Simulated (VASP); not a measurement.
# BaTiO3 (R3m) in VASP: single point with r2SCAN

Aim: the single point of BaTiO3 with r2SCAN.

Everything below comes from runs of VASP 6.6.1. Logs are shortened: lines on timing, memory, paths and dates and some standing lists are left out, and cuts for length are marked.

## (1) The cell of the first run

Symmetry: R3m, No. 160, trigonal system. The conventional cell has a = 5.680 Å, b = 5.680 Å, c = 6.994 Å, α = 90.00°, β = 90.00°, γ = 120.00°. Within 3.7 Å of Ba (site symmetry 3m) lie 12 O at 2.78 to 2.93 Å and 8 Ti at 3.40 to 3.59 Å. Ti (site symmetry 3m) has 6 O at 1.87 to 2.16 Å within 2.5 Å. O (site symmetry m) has 2 Ti at 1.87 to 2.16 Å within 2.5 Å.

## (2) Single point, r2SCAN

Input file POSCAR:

```
BaTiO3
1.0
    2.8399983144      1.6396737913      2.3313532688
   -2.8399983144      1.6396737913      2.3313532688
    0.0000000000     -3.2793475827      2.3313532687
Ba Ti O
1 1 3
Direct
   -0.0032057798     -0.0032057798     -0.0032057798
    0.4833346617      0.4833346617      0.4833346617
    0.5098255445      0.5098255445      0.0194200292
    0.0194200292      0.5098255445      0.5098255445
    0.5098255445      0.0194200292      0.5098255445
```

Input file INCAR.step1:

```
PREC = Accurate
ENCUT = 1480
ISMEAR = 0
SIGMA = 0.01
LREAL = False
LASPH = True
NELM = 120
NBANDS = 28
GGA = PE
ALGO = Normal
EDIFF = 1E-5
LWAVE = True
LCHARG = False
GGA_COMPAT = False
```

Input file INCAR.step2:

```
PREC = Accurate
ENCUT = 1480
EDIFF = 1E-6
ISMEAR = 0
SIGMA = 0.01
LREAL = False
LASPH = True
NELM = 120
ALGO = Normal
ISIF = 2
LWAVE = False
LCHARG = False
METAGGA = R2SCAN
LMIXTAU = True
NBANDS = 28
ISTART = 1
GGA_COMPAT = False
```

Input file KPOINTS:

```
Automatic mesh
0
Gamma
  6 6 6
```

Potentials or basis: VASP PAW PBE potentials, release 64 (Ba_sv, Ti_sv, O_h).

Command:

```
cat potpaw_PBE.64/Ba_sv/POTCAR potpaw_PBE.64/Ti_sv/POTCAR potpaw_PBE.64/O_h/POTCAR > POTCAR
cp INCAR.step1 INCAR
mpirun -np 1 vasp_std > vasp.out
cp INCAR.step2 INCAR
mpirun -np 1 vasp_std > vasp.out
```

OUTCAR:

```text
PREC = Accurate
   ENCUT = 1480
   EDIFF = 1E-6
   ISMEAR = 0
   LREAL = False
   LASPH = True
   NELM = 120
   ISIF = 2
   METAGGA = R2SCAN
   ISTART = 1

 ion  position               nearest neighbor table
   1  0.997  0.997  0.997-   4 2.78   5 2.78   3 2.78   3 2.84   3 2.84   5 2.84   4 2.84   4 2.84
                             5 2.84   4 2.93   5 2.93   3 2.93   2 3.40   2 3.45   2 3.45   2 3.45
   2  0.483  0.483  0.483-   4 1.87   5 1.87   3 1.87   5 2.16   4 2.16   3 2.16   1 3.40   1 3.45
                             1 3.45   1 3.45   1 3.51   1 3.51   1 3.51   1 3.59
   3  0.510  0.510  0.019-   2 1.87   2 2.16   1 2.78   1 2.84   1 2.84   1 2.93
   4  0.019  0.510  0.510-   2 1.87   2 2.16   1 2.78   1 2.84   1 2.84   1 2.93
   5  0.510  0.019  0.510-   2 1.87   2 2.16   1 2.78   1 2.84   1 2.84   1 2.93

  LATTYP: Found a trigonal (rhomboedric) cell.
 ALAT       =     4.0235964797
 COS(alpha) =     0.0035917351

  Lattice vectors:

 A1 = (   2.8399983144,   1.6396737913,   2.3313532688)
 A2 = (  -2.8399983144,   1.6396737913,   2.3313532688)
 A3 = (   0.0000000000,  -3.2793475827,   2.3313532687)

Analysis of symmetry for initial positions (statically):
=====================================================================
 Subroutine PRICEL returns:
 Original cell was already a primitive cell.

 Routine SETGRP: Setting up the symmetry group for a
 trigonal (rhombohedral) supercell.

 Subroutine GETGRP returns: Found  6 space group operations
 (whereof  6 operations were pure point group operations)
 out of a pool of 12 trial point group operations.

The static configuration has the point symmetry C_3v.

Analysis of symmetry for dynamics (positions and initial velocities):
=====================================================================
 Subroutine PRICEL returns:
 Original cell was already a primitive cell.

 Routine SETGRP: Setting up the symmetry group for a
 trigonal (rhombohedral) supercell.

 Subroutine GETGRP returns: Found  6 space group operations
 (whereof  6 operations were pure point group operations)
 out of a pool of 12 trial point group operations.

The dynamic configuration has the point symmetry C_3v.

 Subroutine INISYM returns: Found  6 space group operations
 (whereof  6 operations are pure point group operations),
 and found     1 'primitive' translations

[... 100 lines left out ...]
   EDIFF  = 0.1E-05   stopping-criterion for ELM
   LREAL  =      F    real-space projection
   EDIFFG = 0.1E-04   stopping-criterion for IOM
   NSW    =      0    number of steps for IOM
   IBRION =     -1    ionic relax: 0-MD 1-quasi-New 2-CG
   NFREE  =      0    steps in history (QN), initial steepest desc. (CG)
   ISIF   =      2    stress and relaxation
   ISYM   =      2    0-nonsym 1-usesym 2-fastsym
   POTIM  = 0.5000    time-step for ionic-motion
   TEBEG  =    0.0;   TEEND  =   0.0 temperature during run
   PSTRESS=    0.0 pullay stress
   NELECT =      40.0000    total number of electrons
   NUPDOWN=      -1.0000    fix difference up-down
   EMIN   =  10.00;   EMAX   =-10.00  energy-range for DOS
   EFERMI =   0.00;   METHOD = LEGACY
   ISMEAR =     0;   SIGMA  =   0.01  broadening in eV -4-tet -1-fermi 0-gaus
   EFERMI_NEDOS =   21; number of points for ismear=-14 and -15
   IALGO  =     38    algorithm
   IMIX   =      4    mixing-type and parameters
     AMIX     =   0.40;   BMIX     =  1.00
     AMIX_MAG =   1.60;   BMIX_MAG =  1.00
  volume/ion in A,a.u.               =      13.03        87.91
  Fermi-wavevector in a.u.,A,eV,Ry     =   1.391500  2.629554 26.344582  1.936272
  Thomas-Fermi vector in A             =   2.515333
   LORBIT       =      0    0 simple, 1 ext, 2 COOP (PROOUT), +10 PAW based schemes
   METAGGA = R2SCAN    functional components
   LHFCALC =     F    Hartree Fock is set to
   AEXX    =    0.0000 exact exchange contribution
   IVDW    =     0    specifies the selected vdW correction
   LEPSILON=     F    determine dielectric tensor
   LRPA    =     F    only Hartree local field effects (RPA)
 non-spin polarized calculation
 Gauss-broadening in eV      SIGMA  =   0.01
  energy-cutoff  :     1480.00
  volume of cell :       65.14
 maximum number of plane-waves:      8460
   NGX = 25   NGY = 25   NGZ = 25

 number of electron      40.0000002 magnetization

 Free energy of the ion-electron system (eV)
  ---------------------------------------------------
  ext. energy  EPLUGINS =         0.00000000
  ---------------------------------------------------
  free energy    TOTEN  =       -74.31710400 eV

  energy without entropy =      -74.31710400  energy(sigma->0) =      -74.31710400

 E-fermi :   3.7930     XC(G=0): -11.8103

 val. band max:        3.6858333987   @ k =   0.5000   0.5000   0.5000
 cond. band min:       6.5434867609   @ k =   0.0000   0.0000   0.0000
 fundamental gap:      2.8576533622
 Fermi energy:         3.7930289910

 k-point     1 :       0.0000    0.0000    0.0000
  band No.  band energies     occupation
      1     -54.8186      2.00000
      2     -30.0210      2.00000
      3     -30.0210      2.00000
      4     -30.0197      2.00000
      5     -21.8007      2.00000
      6     -14.0604      2.00000
[... 733 lines left out ...]
     27      12.4260      0.00000
     28      12.9516      0.00000

 [... further k-points ...]

------------------------ aborting loop because EDIFF is reached ----------------------------------------

  FORCE on cell =-STRESS in cart. coord.  units (eV):
  Direction    XX          YY          ZZ          XY          YZ          ZX
  --------------------------------------------------------------------------------------
  -------------------------------------------------------------------------------------
  Total        0.7420971      0.7420971      0.6997494      0.0000000      0.0000000      0.0000000
  in kB       18.2530925     18.2530925     17.2114806      0.0000000      0.0000000      0.0000000
  external PRESSURE =      17.9058885 kB  Pullay stress =       0.0000000 kB

 VOLUME and BASIS-vectors are now :
 -----------------------------------------------------------------------------
  energy-cutoff  :     1480.00
  volume of cell :       65.14
      direct lattice vectors                 reciprocal lattice vectors
     2.839998314  1.639673791  2.331353269     0.176056443  0.101646234  0.142978474
    -2.839998314  1.639673791  2.331353269    -0.176056443  0.101646234  0.142978474
     0.000000000 -3.279347583  2.331353269     0.000000000 -0.203292469  0.142978474

 POSITION                                       TOTAL-FORCE (eV/Angst)
 -----------------------------------------------------------------------------------
      0.00000     -0.00000      6.97164         0.000000     -0.000000      0.034071
      0.00000     -0.00000      3.38047         0.000000     -0.000000      0.135560
      0.00000      1.60821      2.42244         0.000000      0.058695     -0.056544
     -1.39275     -0.80411      2.42244        -0.050832     -0.029348     -0.056544
      1.39275     -0.80411      2.42244         0.050832     -0.029348     -0.056544
 -----------------------------------------------------------------------------------
    total drift:                                0.000000     -0.000000      0.001649

  FREE ENERGIE OF THE ION-ELECTRON SYSTEM (eV)
  ---------------------------------------------------
  free  energy   TOTEN  =       -74.3171040013 eV

  energy  without entropy=      -74.3171040013  energy(sigma->0) =      -74.31710400
```

Run time: 9.8 min. Hardware: 1 thread of Intel Xeon Platinum 8488C (Sapphire Rapids), shared host; peak memory 0.58 GiB.

What came out:

```yaml
Free_energy: -74.3171 eV
Pressure: 1.8 GPa
Largest_force: 0.136 eV/Å
Band_gap_on_the_k_mesh: 2.86 eV (least direct gap 3.32 eV)
```

Forces on the atoms (eV/Å):
```
Ba   0.000  0.000  0.034
Ti   0.000  0.000  0.136
O    0.000  0.059 -0.057
O   -0.051 -0.029 -0.057
O    0.051 -0.029 -0.057
```

Stress tensor (GPa, compression positive):
```
1.83 0.00 0.00
0.00 1.83 0.00
0.00 0.00 1.72
```

Caveat: the PAW data sets were made with another functional, which shifts forces and pressure a little; spin-orbit coupling is left out, which moves the levels of the heavy elements.
